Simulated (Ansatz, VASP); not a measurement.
# One calculation of Te, two programs

```
Te
1.0
    -2.07605    2.07605    2.07605
     2.07605   -2.07605    2.07605
     2.07605    2.07605   -2.07605
Te
1
Direct
  0.00000 0.00000 0.00000
```

Alike in both runs: task single point; functional PBE; k mesh 6 × 6 × 6; occupations fermi-dirac, width 0.032 eV; no spin polarisation.

```csv
,VASP,Ansatz
version,VASP 6.6.1,Ansatz 0.2.0
potentials or method,"VASP PAW PBE potentials, release 64 (Te), cutoff 520 eV",PAW plane waves
valence electrons in the cell,6,16
```

|  | VASP | Ansatz | Ansatz less VASP |
| --- | --- | --- | --- |
| gap on the k mesh at the Fermi level (eV) | none | none | - |
| pressure (GPa) | -7.0 | -7.0 | +0.04 |

A gap of «none» marks a metal or a gap that the smearing closes. VASP's potentials hold 6 valence electrons a cell and Ansatz's 16, so a difference there can come from the potentials and not from the codes.

Spin-orbit coupling is off throughout.
